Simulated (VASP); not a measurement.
## Zr: single point with LDA

Zr:

```
Zr
1.0
     0.00000    3.06689    3.06689
     3.06689    0.00000    3.06689
     3.06689    3.06689    0.00000
Zr
2
Direct
  0.12500 0.12500 0.12500
  0.87500 0.87500 0.87500
```

This isn't the form of Zr at room conditions, which is hcp.

* Program: VASP 6.6.1
* Task: single point
* Functional: LDA
* Potentials or basis: VASP PAW LDA potentials, release 64 (Zr_sv)
* Cutoff: 520 eV
* k mesh: 10 × 10 × 10
* Occupations: fermi-dirac, width 0.1 eV
* Spin: no spin polarisation

- Pressure: -1.4 GPa
- Band gap on the k mesh: zero (bands 12 and 13 overlap by 0.27 eV)

Levels at points of the mesh, in eV from the Fermi level:
| k point | band 10 | band 11 | band 12 | band 13 | band 14 | band 15 |
| --- | --- | --- | --- | --- | --- | --- |
| (0.00, 0.00, 0.00) | -0.96 | -0.96 | 0.03 | 0.03 | 0.03 | 2.27 |
| (0.50, 0.00, 0.00) | -1.22 | -0.83 | -0.83 | -0.19 | -0.19 | 0.93 |
| (0.50, 0.50, 0.00) | -1.96 | -0.12 | -0.12 | 0.56 | 0.56 | 1.77 |

It took 33 s on 1 thread of Intel(R) Xeon(R) Platinum 8375C CPU @ 2.90GHz (Ice Lake) (shared host), peak memory 0.17 GiB.
